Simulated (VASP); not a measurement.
# Ni (Im-3m) in VASP: a series of runs

Runs on Ni. Level: PBEsol. Tasks: single point.

All numbers are computed with VASP 6.6.1; they aren't measurements. Logs are shortened: lines on timing, memory, paths and dates and some standing lists are left out, and cuts for length are marked.

**1. The cell of the first run**

It takes space group Im-3m (No. 229, cubic). The conventional cell has a = 2.792 Å, b = 2.792 Å, c = 2.792 Å, α = 90.00°, β = 90.00°, γ = 90.00°. Ni (site symmetry m-3m) has 14 Ni at 2.42 to 2.79 Å within 3.2 Å.

This isn't the form of Ni at room conditions, which is fcc.

**2. Single point, PBEsol, collinear spin, ferromagnetic start (Ti replaced by Ni, lengths x 0.865, strained)**

File INCAR:

```
SYSTEM = Ni
ALGO = Normal ; EDIFF = 1E-6
ENCUT = 520 ; GGA = PS
ISIF = 2 ; ISMEAR = 0
ISPIN = 2 ; LASPH = .TRUE.
LCHARG = .FALSE. ; LMAXMIX = 4
LORBIT = 11 ; LREAL = .FALSE.
LWAVE = .FALSE. ; MAGMOM = 2
NBANDS = 15 ; NELM = 150
PREC = Accurate ; SIGMA = 0.1
```

File KPOINTS:

```
k-points
0
G
  8 8 8
  0 0 0
```

File POSCAR:

```
Ni
1.0
   -1.3961573847      1.3961573847      1.3961573847
    1.3961573847     -1.3961573847      1.3961573847
    1.3961573847      1.3961573847     -1.3961573847
Ni
1
Direct
    0.0000000000      0.0000000000      0.0000000000
```

Potentials or basis: VASP PAW PBE potentials, release 64 (Ni).

The run is started by

```
$ cat potpaw_PBE.64/Ni/POTCAR > POTCAR
$ mpirun -np 1 vasp_std > vasp.out
```

OUTCAR:

```text
SYSTEM = Ni
   EDIFF = 1E-6
   ENCUT = 520
   GGA = PS
   ISIF = 2
   ISMEAR = 0
   ISPIN = 2
   LASPH = .TRUE.
   LORBIT = 11
   LREAL = .FALSE.
   NELM = 150
   PREC = Accurate

 ion  position               nearest neighbor table
   1  0.000  0.000  0.000-

  LATTYP: Found a body centered cubic cell.
 ALAT       =     2.7923147694

  Lattice vectors:

 A1 = (  -1.3961573847,   1.3961573847,   1.3961573847)
 A2 = (   1.3961573847,  -1.3961573847,   1.3961573847)
 A3 = (   1.3961573847,   1.3961573847,  -1.3961573847)

Analysis of symmetry for initial positions (statically):
=====================================================================
 Subroutine PRICEL returns:
 Original cell was already a primitive cell.

 Routine SETGRP: Setting up the symmetry group for a
 body centered cubic supercell.

 Subroutine GETGRP returns: Found 48 space group operations
 (whereof 48 operations were pure point group operations)
 out of a pool of 48 trial point group operations.

The static configuration has the point symmetry O_h .

Analysis of symmetry for dynamics (positions and initial velocities):
=====================================================================
 Subroutine PRICEL returns:
 Original cell was already a primitive cell.

 Routine SETGRP: Setting up the symmetry group for a
 body centered cubic supercell.

 Subroutine GETGRP returns: Found 48 space group operations
 (whereof 48 operations were pure point group operations)
 out of a pool of 48 trial point group operations.

The dynamic configuration has the point symmetry O_h .

Analysis of structural, dynamic, and magnetic symmetry:
=====================================================================
 Subroutine PRICEL returns:
 Original cell was already a primitive cell.

 Routine SETGRP: Setting up the symmetry group for a
 body centered cubic supercell.

 Subroutine GETGRP returns: Found 48 space group operations
 (whereof 48 operations were pure point group operations)
 out of a pool of 48 trial point group operations.

The overall configuration has the point symmetry O_h .

 Subroutine INISYM returns: Found 48 space group operations
 (whereof 48 operations are pure point group operations),
 and found     1 'primitive' translations

----------------------------------------------------------------------------------------

                                     Primitive cell

  volume of cell :      10.8859

  direct lattice vectors                    reciprocal lattice vectors
    -1.396157385  1.396157385  1.396157385     0.000000000  0.358125814  0.358125814
     1.396157385 -1.396157385  1.396157385     0.358125814  0.000000000  0.358125814
     1.396157385  1.396157385 -1.396157385     0.358125814  0.358125814  0.000000000

  length of vectors
     2.418215526  2.418215526  2.418215526     0.506466383  0.506466383  0.506466383

  position of ions in fractional coordinates (direct lattice)
     0.000000000  0.000000000  0.000000000

  ion indices of the primitive-cell ions
   primitive index   ion index
                 1           1

----------------------------------------------------------------------------------------

 KPOINTS: k-points

Automatic generation of k-mesh.
 Grid dimensions read from file:
 generate k-points for:    8    8    8

 Generating k-lattice:

  Cartesian coordinates                     Fractional coordinates (reciprocal lattice)
     0.000000000  0.044765727  0.044765727     0.125000000  0.000000000  0.000000000
     0.044765727  0.000000000  0.044765727     0.000000000  0.125000000  0.000000000
     0.044765727  0.044765727  0.000000000     0.000000000  0.000000000  0.125000000

  Length of vectors
     0.063308298  0.063308298  0.063308298

  Shift w.r.t. Gamma in fractional coordinates (k-lattice)
     0.000000000  0.000000000  0.000000000

 Subroutine IBZKPT returns following result:
 ===========================================

 Found     29 irreducible k-points:

 Following reciprocal coordinates:
            Coordinates               Weight
  0.000000  0.000000  0.000000      1.000000
  0.125000  0.000000  0.000000     12.000000
  0.250000  0.000000  0.000000     12.000000
  0.375000  0.000000  0.000000     12.000000
  0.500000  0.000000  0.000000      6.000000
  0.125000  0.125000  0.000000     24.000000
[... 16 lines left out ...]
 -0.250000  0.250000  0.250000      6.000000
 -0.375000  0.375000  0.250000     24.000000
 [... further k-points ...]
   k-points           NKPTS =     29   k-points in BZ     NKDIM =     29   number of bands    NBANDS=     15
   number of dos      NEDOS =    301   number of ions     NIONS =      1
   total plane-waves  NPLWV =   5832
   dimension x,y,z NGX =    18 NGY =   18 NGZ =   18
   dimension x,y,z NGXF=    36 NGYF=   36 NGZF=   36
   ions per type =               1
   NGX,Y,Z   is equivalent  to a cutoff of  12.37, 12.37, 12.37 a.u.
   NGXF,Y,Z  is equivalent  to a cutoff of  24.75, 24.75, 24.75 a.u.
 SYSTEM =  Ni
   PREC   = accura    normal or accurate (medium, high low for compatibility)
   ISTART =      0    job   : 0-new  1-cont  2-samecut
   ICHARG =      2    charge: 1-file 2-atom 10-const
   ISPIN  =      2    spin polarized calculation?
   LNONCOLLINEAR =      F non collinear calculations
   LSORBIT =      F    spin-orbit coupling
   LASPH  =      T    aspherical Exc in radial PAW
   ENCUT  =  520.0 eV  38.22 Ry    6.18 a.u.   4.50  4.50  4.50*2*pi/ulx,y,z
   NELM   =    150;   NELMIN=  2; NELMDL= -5     # of ELM steps
   EDIFF  = 0.1E-05   stopping-criterion for ELM
   LREAL  =      F    real-space projection
   EDIFFG = 0.1E-04   stopping-criterion for IOM
   NSW    =      0    number of steps for IOM
   IBRION =     -1    ionic relax: 0-MD 1-quasi-New 2-CG
   NFREE  =      0    steps in history (QN), initial steepest desc. (CG)
   ISIF   =      2    stress and relaxation
   ISYM   =      2    0-nonsym 1-usesym 2-fastsym
   POTIM  = 0.5000    time-step for ionic-motion
   TEBEG  =    0.0;   TEEND  =   0.0 temperature during run
   PSTRESS=    0.0 pullay stress
   NELECT =      10.0000    total number of electrons
   NUPDOWN=      -1.0000    fix difference up-down
   EMIN   =  10.00;   EMAX   =-10.00  energy-range for DOS
   EFERMI =   0.00;   METHOD = LEGACY
   ISMEAR =     0;   SIGMA  =   0.10  broadening in eV -4-tet -1-fermi 0-gaus
   EFERMI_NEDOS =   21; number of points for ismear=-14 and -15
   IALGO  =     38    algorithm
   IMIX   =      4    mixing-type and parameters
     AMIX     =   0.40;   BMIX     =  1.00
     AMIX_MAG =   1.60;   BMIX_MAG =  1.00
  volume/ion in A,a.u.               =      10.89        73.46
  Fermi-wavevector in a.u.,A,eV,Ry     =   1.591428  3.007364 34.458721  2.532645
  Thomas-Fermi vector in A             =   2.689970
   LORBIT       =     11    0 simple, 1 ext, 2 COOP (PROOUT), +10 PAW based schemes
   GGA     = PS    functional components
   LHFCALC =     F    Hartree Fock is set to
   AEXX    =    0.0000 exact exchange contribution
   IVDW    =     0    specifies the selected vdW correction
   LEPSILON=     F    determine dielectric tensor
   LRPA    =     F    only Hartree local field effects (RPA)
 spin polarized calculation
 Gauss-broadening in eV      SIGMA  =   0.10
  energy-cutoff  :      520.00
  volume of cell :       10.89
 maximum number of plane-waves:       321
 NGX is ok and might be reduce to    18
   NGX =  9   NGY =  9   NGZ =  9

 number of electron      10.0000000 magnetization       2.0000000

 number of electron       9.9999988 magnetization       0.5645746

 Free energy of the ion-electron system (eV)
  ---------------------------------------------------
  ext. energy  EPLUGINS =         0.00000000
  ---------------------------------------------------
  free energy    TOTEN  =        -6.02447687 eV

  energy without entropy =       -6.01633124  energy(sigma->0) =       -6.02040406

 E-fermi :   9.0734     XC(G=0): -13.4239

 val. band max:        9.0716993820   @ k =   0.3750   0.1250   0.0000
 cond. band min:       9.1021606756   @ k =   0.5000   0.5000   0.3750
 fundamental gap:      0.0304612935
 Fermi energy:         9.0734320912

 spin component 1

 k-point     1 :       0.0000    0.0000    0.0000
  band No.  band energies     occupation
      1       0.1241      1.00000
      2       6.7729      1.00000
      3       6.7729      1.00000
      4       6.7729      1.00000
      5       8.2227      1.00000
      6       8.2227      1.00000
      7      35.4788      0.00000
      8      35.4788      0.00000
      9      35.4788      0.00000
     10      40.3629      0.00000
     11      40.3629      0.00000
     12      41.3172      0.00000
     13      41.3172      0.00000
     14      41.3172      0.00000
     15      42.0823      0.00000

 k-point     2 :       0.1250    0.0000    0.0000
  band No.  band energies     occupation
      1       0.7621      1.00000
      2       6.6319      1.00000
      3       6.7547      1.00000
      4       7.0598      1.00000
      5       8.0964      1.00000
      6       8.2349      1.00000
      7      31.2618      0.00000
      8      34.0712      0.00000
      9      34.7325      0.00000
     10      36.9079      0.00000
     11      37.9989      0.00000
     12      38.8541      0.00000
     13      42.3651      0.00000
     14      44.0838      0.00000
     15      45.9908      0.00000
[... 365 lines left out ...]
      3       7.1441      1.00000
      4       7.1441      1.00000
      5       7.7754      1.00000
      6       9.1749      0.07564
      7      25.8358      0.00000
      8      25.8358      0.00000
      9      27.0195      0.00000
     10      28.9857      0.00000
     11      43.8176      0.00000
     12      43.8176      0.00000
     13      44.2218      0.00000
     14      45.7049      0.00000
     15      49.9320      0.00000

 k-point    24 :      -0.3750    0.3750    0.2500
  band No.  band energies     occupation
      1       5.2204      1.00000
      2       5.9525      1.00000
      3       7.1592      1.00000
      4       7.5736      1.00000
      5       8.4908      1.00000
      6      10.9881      0.00000
      7      20.4146      0.00000
      8      23.4644      0.00000
      9      26.6752      0.00000
     10      30.1404      0.00000
     11      39.7903      0.00000
     12      42.4542      0.00000
     13      45.0665      0.00000
     14      50.6442      0.00000
     15      53.7151      0.00000

 [... further k-points ...]

 spin component 2

 k-point     1 :       0.0000    0.0000    0.0000
  band No.  band energies     occupation
      1       0.1283      1.00000
      2       7.4586      1.00000
      3       7.4586      1.00000
      4       7.4586      1.00000
      5       8.6988      1.00000
      6       8.6988      1.00000
      7      35.4050      0.00000
      8      35.4050      0.00000
      9      35.4050      0.00000
     10      40.3178      0.00000
     11      40.3178      0.00000
     12      41.4902      0.00000
     13      41.4902      0.00000
     14      41.4902      0.00000
     15      42.2529      0.00000

 k-point     2 :       0.1250    0.0000    0.0000
  band No.  band energies     occupation
      1       0.7675      1.00000
      2       7.3075      1.00000
      3       7.4260      1.00000
      4       7.7556      1.00000
      5       8.5717      1.00000
      6       8.7120      1.00000
      7      31.2963      0.00000
      8      34.0271      0.00000
      9      34.7318      0.00000
     10      37.0818      0.00000
     11      38.1124      0.00000
     12      38.8737      0.00000
     13      42.3781      0.00000
     14      44.1920      0.00000
     15      46.0716      0.00000
[... 365 lines left out ...]
      3       7.8139      1.00000
      4       7.8139      1.00000
      5       8.5030      1.00000
      6       9.5883      0.00000
      7      25.9924      0.00000
      8      25.9924      0.00000
      9      27.0637      0.00000
     10      29.0387      0.00000
     11      43.8525      0.00000
     12      43.8525      0.00000
     13      44.3434      0.00000
     14      45.7985      0.00000
     15      50.1989      0.00000

 k-point    24 :      -0.3750    0.3750    0.2500
  band No.  band energies     occupation
      1       5.4527      1.00000
      2       6.3139      1.00000
      3       7.8307      1.00000
      4       8.2184      1.00000
      5       9.2468      0.00712
      6      11.2584      0.00000
      7      20.5796      0.00000
      8      23.6052      0.00000
      9      26.7400      0.00000
     10      30.2047      0.00000
     11      39.8952      0.00000
     12      42.5453      0.00000
     13      45.1539      0.00000
     14      50.6997      0.00000
     15      54.2690      0.00000

 [... further k-points ...]
[... 5 lines left out ...]
  --------------------------------------------------------------------------------------
  -------------------------------------------------------------------------------------
  Total       -0.5157299     -0.5157299     -0.5157299      0.0000000      0.0000000      0.0000000
  in kB      -75.9048920    -75.9048920    -75.9048920      0.0000000      0.0000000      0.0000000
  external PRESSURE =     -75.9048920 kB  Pullay stress =       0.0000000 kB

 VOLUME and BASIS-vectors are now :
 -----------------------------------------------------------------------------
  energy-cutoff  :      520.00
  volume of cell :       10.89
      direct lattice vectors                 reciprocal lattice vectors
    -1.396157385  1.396157385  1.396157385     0.000000000  0.358125814  0.358125814
     1.396157385 -1.396157385  1.396157385     0.358125814  0.000000000  0.358125814
     1.396157385  1.396157385 -1.396157385     0.358125814  0.358125814  0.000000000

 POSITION                                       TOTAL-FORCE (eV/Angst)
 -----------------------------------------------------------------------------------
      0.00000      0.00000      0.00000         0.000000      0.000000      0.000000
 -----------------------------------------------------------------------------------
    total drift:                                0.000000      0.000000      0.000000

  FREE ENERGIE OF THE ION-ELECTRON SYSTEM (eV)
  ---------------------------------------------------
  free  energy   TOTEN  =        -6.0244768706 eV

  energy  without entropy=       -6.0163312416  energy(sigma->0) =       -6.02040406

 total charge

# of ion       s       p       d       tot
------------------------------------------
    1        0.494   0.489   8.335   9.318

 magnetization (x)

# of ion       s       p       d       tot
------------------------------------------
    1       -0.005  -0.016   0.592   0.571
```

Wall time 12 s (1 thread of Intel Xeon 8259CL, shared host); peak memory 0.13 GiB.

What came out:

- Free energy: -6.0245 eV
- Pressure: -7.6 GPa
- Net moment: 0.56 μB per cell
- Site moments: Ni +0.57 μB
- Valence electrons inside the program's atomic spheres: Ni 9.32

Caveat: the k points lie up to 0.40 Å⁻¹ apart; the cell differs from its parent crystal (Ti replaced by Ni, lengths x 0.865, strained); the PAW data sets were made with another functional, which shifts forces and pressure a little.

(Continued in part 2 of 2.)
